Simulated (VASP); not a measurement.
Cd2S:

```
Cd S
1.0
     4.12118    0.00000    0.00000
    -2.06059    3.56904    0.00000
     0.00000    0.00000    5.80919
Cd S
2 1
Direct
  0.33333 0.66667 0.93272
  0.66667 0.33333 0.57873
  0.33333 0.66667 0.36571
```

Base run:

| Item | Value |
| --- | --- |
| Program | VASP 6.6.1 |
| Functional | PBEsol |
| Potentials or basis | VASP PAW PBE potentials, release 64 (Cd, S) |
| Cutoff | 520 eV |
| k mesh | 6 × 6 × 4 |
| Occupations | fermi-dirac, width 0.05 eV |
| Spin | no spin polarisation |

Its results: band gap on the k mesh 0.11 eV, indirect (least direct gap 0.37 eV); pressure -4.7 GPa; largest force 0.337 eV/Å.

**Question.** The run is repeated on the same cell with these changes: k mesh from 6 × 6 × 4 to 8 × 8 × 5. What comes out?

**Answer.** Band gap on the k mesh 0.32 eV, indirect (least direct gap 0.55 eV); pressure -4.7 GPa; largest force 0.359 eV/Å.

Caveats: the PAW data sets were made with another functional, which shifts forces and pressure a little.

A k mesh can miss the band edges.
